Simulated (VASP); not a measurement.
# Al16N15 (a cell with a defect) in VASP: notebook, part 3 of 3

VASP 6.6.1. Earlier steps stand in the parts before.

## 5. Single point, PBE

Contents of INCAR:

```
  PREC = Accurate
  ENCUT = 520
  EDIFF = 1E-6
  ISMEAR = 0
  SIGMA = 0.01
  LREAL = Auto
  LASPH = True
  NELM = 100
  ALGO = Normal
  ISIF = 2
  LWAVE = False
  LCHARG = True
  GGA = PE
  LELF = True
  LVHAR = True
  NELECT = 120.0
  NBANDS = 82
```

Contents of KPOINTS:

```
Automatic mesh
0
Gamma
  2 2 2
  0.5 0.5 0.5
```

Contents of POSCAR:

```
Al16N15
1.0
   -4.4031742015      4.4031742015     -4.4031742015
    4.4031742015     -4.4031742015     -4.4031742015
   -4.4031742015     -4.4031742015      4.4031742015
Al N
16 15
Direct
    0.5001291899      0.3005375833      0.2503159525
    0.2569558975      0.2538127631      0.5041967667
   -0.0028063848      0.2431147605      0.7473863715
    0.8007514475     -0.0000734096      0.2503160652
    0.7540138603      0.2538057042      0.0071355659
    0.5001304254     -0.0000731463      0.5509363316
    0.2462522445     -0.0000700927      0.7532646654
    0.0030761094      0.7460458659      0.2503106034
    1.0030723986      0.9999248448      0.9964390490
    0.7540126361      0.7567433302      0.5042006624
    0.5001382689      0.7460524895      0.7532669288
    0.2462572180      0.5028729860      0.2503178682
    0.1995249111      0.6993221146     -0.0502876635
   -0.0028029312      0.4969950623      0.4935014072
    0.7433159317      0.4969835361      0.7473807947
    0.5001258020      0.5028647552     -0.0035640206
    0.2481412920     -0.0000684609      0.4996992917
    0.0001345305     -0.0000698549      0.7503200254
    0.7495135575      0.7479366375      0.2503160014
    0.7495177634     -0.0000689828     -0.0016725469
    0.5001386457      0.7479401729      0.4997036679
    0.2507580802      0.7505535516      0.7489504997
    0.0001366382      0.4999304025      0.2503190872
   -0.0012408756      0.7505482891      0.0009368086
    0.7521233656      0.5012958012      0.5023086823
    0.5001362540      0.4999298430      0.7503202478
    0.2481392235      0.2493092888      0.2503158350
    0.2507536943      0.4985580363      0.0009405064
    0.0015023061      0.2519197343      0.5023066940
    0.7521248079      0.2519174448      0.7516907447
    0.5001350548      0.2493087091     -0.0016729636
```

Potentials or basis: VASP PAW PBE potentials, release 64 (Al, N).

Launch:

```console
$ cat potpaw_PBE.64/Al/POTCAR potpaw_PBE.64/N/POTCAR > POTCAR
$ mpirun -np 1 vasp_std > vasp.out
```

OUTCAR:

```text
PREC = Accurate
   ENCUT = 520
   EDIFF = 1E-6
   ISMEAR = 0
   LREAL = Auto
   LASPH = True
   NELM = 100
   ISIF = 2
   GGA = PE
   NELECT = 120.0

 ion  position               nearest neighbor table
   1  0.500  0.301  0.250-  27 1.83  31 1.83  25 1.83  10 2.85  12 2.85  16 2.85   7 3.12   2 3.12
                             9 3.12   5 3.12  15 3.12  14 3.12
   2  0.257  0.254  0.504-  26 1.87  27 1.90  17 1.90  29 1.94   4 2.85  15 3.03  16 3.07  11 3.07
                             1 3.12   6 3.12  12 3.13  14 3.13   7 3.13   3 3.13   9 3.16   8 3.16
   3  0.997  0.243  0.747-  18 1.87  30 1.90  29 1.90  28 1.94  13 2.85  10 3.03   9 3.07   7 3.07
                             6 3.12   4 3.12   5 3.13  12 3.13  16 3.13   2 3.13  15 3.16  14 3.16
   4  0.801  1.000  0.250-  19 1.83  20 1.83  29 1.83   9 2.85   2 2.85   8 2.85  11 3.12   5 3.12
                            16 3.12  10 3.12  14 3.12   3 3.12
   5  0.754  0.254  0.007-  23 1.87  20 1.90  31 1.90  30 1.94   6 2.85  14 3.03   8 3.07  12 3.07
                             4 3.12   1 3.12   3 3.13  15 3.13   9 3.13  16 3.13  11 3.16   7 3.16
   6  0.500  1.000  0.551-  21 1.83  17 1.83  30 1.83   5 2.85  11 2.85   7 2.85  12 3.12   8 3.12
                            15 3.12   2 3.12   3 3.12  10 3.12
   7  0.246  1.000  0.753-  18 1.87  22 1.90  31 1.90  17 1.94   6 2.85   9 3.03  10 3.07   3 3.07
                             1 3.12  13 3.12  16 3.13  14 3.13   2 3.13   8 3.13   5 3.16  11 3.16
   8  0.003  0.746  0.250-  23 1.87  24 1.90  17 1.90  19 1.94   4 2.85  12 3.03   5 3.07  14 3.07
                            13 3.12   6 3.12  15 3.13  16 3.13  10 3.13   7 3.13   9 3.16   2 3.16
   9  0.003  1.000  0.996-  18 1.87  24 1.90  27 1.90  20 1.94   4 2.85   7 3.03  10 3.07   3 3.07
[... 16 lines left out ...]
  18  0.000  1.000  0.750-   7 1.87   9 1.87  10 1.87   3 1.87
  19  0.750  0.748  0.250-   4 1.83  16 1.90  10 1.90   8 1.94
  20  0.750  1.000  0.998-   4 1.83  11 1.90   5 1.90   9 1.94
  21  0.500  0.748  0.500-   6 1.83  10 1.90  12 1.90  11 1.94
  22  0.251  0.751  0.749-  13 1.83   7 1.90  11 1.90  14 1.94
  23  0.000  0.500  0.250-   8 1.87  12 1.87  14 1.87   5 1.87
  24  0.999  0.751  0.001-  13 1.83   8 1.90   9 1.90  15 1.94
  25  0.752  0.501  0.502-   1 1.83  14 1.90  15 1.90  10 1.94
  26  0.500  0.500  0.750-  11 1.87   2 1.87  16 1.87  15 1.87
  27  0.248  0.249  0.250-   1 1.83   2 1.90   9 1.90  12 1.94
  28  0.251  0.499  0.001-  13 1.83  12 1.90  16 1.90   3 1.94
  29  0.002  0.252  0.502-   4 1.83  14 1.90   3 1.90   2 1.94
  30  0.752  0.252  0.752-   6 1.83   3 1.90  15 1.90   5 1.94
  31  0.500  0.249  0.998-   1 1.83   7 1.90   5 1.90  16 1.94

  LATTYP: Found a body centered cubic cell.
 ALAT       =     8.8063484030

  Lattice vectors:

 A1 = (  -4.4031742015,   4.4031742015,  -4.4031742015)
 A2 = (   4.4031742015,  -4.4031742015,  -4.4031742015)
 A3 = (  -4.4031742015,  -4.4031742015,   4.4031742015)

Analysis of symmetry for initial positions (statically):
=====================================================================
 Subroutine PRICEL returns:
 Original cell was already a primitive cell.

 Routine SETGRP: Setting up the symmetry group for a
 body centered cubic supercell.

 Subroutine GETGRP returns: Found  2 space group operations
 (whereof  1 operations were pure point group operations)
 out of a pool of 48 trial point group operations.

The static configuration has the point symmetry C_1 .
 The point group associated with its full space group is C_1h.

Analysis of symmetry for dynamics (positions and initial velocities):
=====================================================================
 Subroutine PRICEL returns:
 Original cell was already a primitive cell.

 Routine SETGRP: Setting up the symmetry group for a
 body centered cubic supercell.

 Subroutine GETGRP returns: Found  2 space group operations
[... 128 lines left out ...]
   NGX,Y,Z   is equivalent  to a cutoff of  13.08, 13.08, 13.08 a.u.
   NGXF,Y,Z  is equivalent  to a cutoff of  26.16, 26.16, 26.16 a.u.
 SYSTEM =  unknown system
   PREC   = accura    normal or accurate (medium, high low for compatibility)
   ISTART =      0    job   : 0-new  1-cont  2-samecut
   ICHARG =      2    charge: 1-file 2-atom 10-const
   ISPIN  =      1    spin polarized calculation?
   LNONCOLLINEAR =      F non collinear calculations
   LSORBIT =      F    spin-orbit coupling
   LASPH  =      T    aspherical Exc in radial PAW
   ENCUT  =  520.0 eV  38.22 Ry    6.18 a.u.  14.18 14.18 14.18*2*pi/ulx,y,z
   NELM   =    100;   NELMIN=  2; NELMDL= -5     # of ELM steps
   EDIFF  = 0.1E-05   stopping-criterion for ELM
   LREAL  =      T    real-space projection
   EDIFFG = 0.1E-04   stopping-criterion for IOM
   NSW    =      0    number of steps for IOM
   IBRION =     -1    ionic relax: 0-MD 1-quasi-New 2-CG
   NFREE  =      0    steps in history (QN), initial steepest desc. (CG)
   ISIF   =      2    stress and relaxation
   ISYM   =      2    0-nonsym 1-usesym 2-fastsym
   POTIM  = 0.5000    time-step for ionic-motion
   TEBEG  =    0.0;   TEEND  =   0.0 temperature during run
   PSTRESS=    0.0 pullay stress
   NELECT =     120.0000    total number of electrons
   NUPDOWN=      -1.0000    fix difference up-down
   EMIN   =  10.00;   EMAX   =-10.00  energy-range for DOS
   EFERMI =   0.00;   METHOD = LEGACY
   ISMEAR =     0;   SIGMA  =   0.01  broadening in eV -4-tet -1-fermi 0-gaus
   EFERMI_NEDOS =   21; number of points for ismear=-14 and -15
   IALGO  =     38    algorithm
   IMIX   =      4    mixing-type and parameters
     AMIX     =   0.40;   BMIX     =  1.00
     AMIX_MAG =   1.60;   BMIX_MAG =  1.00
  volume/ion in A,a.u.               =      11.02        74.33
  Fermi-wavevector in a.u.,A,eV,Ry     =   1.155268  2.183140 18.158934  1.334644
  Thomas-Fermi vector in A             =   2.291898
   LORBIT       =      0    0 simple, 1 ext, 2 COOP (PROOUT), +10 PAW based schemes
   GGA     = PE    functional components
   LHFCALC =     F    Hartree Fock is set to
   AEXX    =    0.0000 exact exchange contribution
   IVDW    =     0    specifies the selected vdW correction
   LEPSILON=     F    determine dielectric tensor
   LRPA    =     F    only Hartree local field effects (RPA)
 non-spin polarized calculation
 Gauss-broadening in eV      SIGMA  =   0.01
  energy-cutoff  :      520.00
  volume of cell :      341.47
 maximum number of plane-waves:      9184
 NGX is ok and might be reduce to    60
   NGX = 29   NGY = 29   NGZ = 29

 number of electron     119.9999982 magnetization

 Free energy of the ion-electron system (eV)
  ---------------------------------------------------
  ext. energy  EPLUGINS =         0.00000000
  ---------------------------------------------------
  free energy    TOTEN  =      -246.23077547 eV

  energy without entropy =     -246.23077547  energy(sigma->0) =     -246.23077547

 E-fermi :   5.3653     XC(G=0): -10.5195

 val. band max:        5.2710892400   @ k =   0.2500   0.2500   0.2500
 cond. band min:       7.5282672213   @ k =   0.2500   0.2500   0.2500
 fundamental gap:      2.2571779812
 Fermi energy:         5.3652565935

 k-point     1 :       0.2500    0.2500    0.2500
  band No.  band energies     occupation
      1      -8.4787      2.00000
      2      -8.4784      2.00000
      3      -8.4782      2.00000
      4      -8.2199      2.00000
      5      -7.1178      2.00000
      6      -7.1178      2.00000
[... 214 lines left out ...]
     71      12.5110      0.00000
     72      12.5686      0.00000
 [bands above 72 left out]

------------------------ aborting loop because EDIFF is reached ----------------------------------------

  FORCE on cell =-STRESS in cart. coord.  units (eV):
  Direction    XX          YY          ZZ          XY          YZ          ZX
  --------------------------------------------------------------------------------------
  -------------------------------------------------------------------------------------
  Total      -21.1046030    -21.1059294    -21.1059294      0.0017839     -0.0005978     -0.0017839
  in kB      -99.0216538    -99.0278771    -99.0278771      0.0083700     -0.0028051     -0.0083700
  external PRESSURE =     -99.0258026 kB  Pullay stress =       0.0000000 kB

 VOLUME and BASIS-vectors are now :
 -----------------------------------------------------------------------------
  energy-cutoff  :      520.00
  volume of cell :      341.47
      direct lattice vectors                 reciprocal lattice vectors
    -4.403174201  4.403174201 -4.403174201    -0.113554444  0.000000000 -0.113554444
     4.403174201 -4.403174201 -4.403174201     0.000000000 -0.113554444 -0.113554444
    -4.403174201 -4.403174201  4.403174201    -0.113554444 -0.113554444  0.000000000

 POSITION                                       TOTAL-FORCE (eV/Angst)
 -----------------------------------------------------------------------------------
     -1.98102     -0.22335     -2.42329         0.004855     -0.011579     -0.007922
     -2.23391     -2.20623     -0.02894        -0.000662      0.004140      0.000509
     -6.61121      0.02947     -2.17042         0.004292      0.001385     -0.000005
     -0.22518     -1.97919     -6.82651        -0.011132      0.005338     -0.005338
     -2.23392      2.17108     -4.40619         0.000275     -0.000145      0.004066
     -0.22518     -4.62656     -4.17914        -0.008120     -0.006476      0.006476
[... 23 lines left out ...]
     -5.51233     -1.10733     -1.11115        -0.002100     -0.002673     -0.005953
     -5.50024     -3.29138      1.09588         0.002904      0.005707     -0.002863
 -----------------------------------------------------------------------------------
    total drift:                               -0.007283      0.008137      0.020239

  FREE ENERGIE OF THE ION-ELECTRON SYSTEM (eV)
  ---------------------------------------------------
  free  energy   TOTEN  =      -246.2307754656 eV

  energy  without entropy=     -246.2307754656  energy(sigma->0) =     -246.23077547
```

Run time: 1.9 min. Hardware: 1 thread of AMD EPYC 9R45 (Zen 5), shared host; peak memory 0.44 GiB.

What came out:

```yaml
Free_energy: -246.2308 eV
Largest_force: 0.015 eV/Å
```

Forces in eV/Å, atoms in the order of the input:
```
Al   0.005 -0.012 -0.008
Al  -0.001  0.004  0.001
Al   0.004  0.001  0.000
Al  -0.011  0.005 -0.005
Al   0.000  0.000  0.004
Al  -0.008 -0.006  0.006
Al  -0.003  0.000  0.000
Al  -0.001 -0.001 -0.004
Al  -0.003  0.002 -0.002
Al   0.004  0.000 -0.001
Al   0.000 -0.004  0.000
Al   0.001 -0.001 -0.003
Al   0.005  0.008  0.012
Al   0.001  0.002  0.004
Al   0.001  0.003  0.001
Al   0.001 -0.004 -0.002
N    0.006 -0.002  0.002
N    0.000  0.000  0.000
N   -0.003  0.003  0.006
N    0.006  0.003 -0.003
N   -0.002  0.006  0.003
N    0.003  0.003 -0.006
N    0.000  0.000  0.000
N    0.003 -0.005  0.002
N   -0.006 -0.002 -0.003
N    0.000  0.000  0.000
N    0.003 -0.002  0.005
N   -0.006  0.003  0.002
N   -0.003 -0.006 -0.003
N   -0.002 -0.003 -0.006
N    0.003  0.006 -0.003
```

Caveat: the cell carries a net charge on a neutralising background, which shifts energy and pressure; the cell is charged against a uniform background, so pressure and absolute levels hang on convention.
